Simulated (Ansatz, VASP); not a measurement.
I: VASP beside Ansatz

```xyz
4
Lattice="3.8286 -2.2953 0.0000 3.8286 2.2953 0.0000 0.0000 0.0000 9.8625" Properties=species:S:1:pos:R:3 pbc="T T T"
I     3.8286   -1.5780    1.1862
I     3.8286    1.5780    8.6763
I     3.8286    0.7173    3.7450
I     3.8286   -0.7173    6.1175
```

Alike in both runs: task single point; functional r2SCAN; k mesh 6 × 6 × 4; occupations gaussian, width 0.05 eV; no spin polarisation.

|  | VASP | Ansatz |
| --- | --- | --- |
| version | VASP 6.6.1 | Ansatz 0.2.0 |
| potentials or method | VASP PAW PBE potentials, release 64 (I), cutoff 520 eV | scalar-relativistic, plane waves, PAW |
| valence electrons in the cell | 28 | 68 |

Ansatz gave:

* gap on the k mesh at the Fermi level (eV): 1.20
* least direct gap on the mesh (eV): 1.29
* pressure (GPa): 0.2
* rms of the force components (eV/Å): 0.003

Task: Which values does VASP return?

Result: gap on the k mesh at the Fermi level (eV): 1.19; least direct gap on the mesh (eV): 1.28; pressure (GPa): 0.1; rms of the force components (eV/Å): 0.004.

VASP's potentials were made for PBE, not for r2SCAN. Atom by atom the forces differ by 0.002 eV/Å (rms over components). VASP's potentials hold 28 valence electrons a cell and Ansatz's 68, so a difference there can come from the potentials and not from the codes.

Spin-orbit coupling is off throughout.
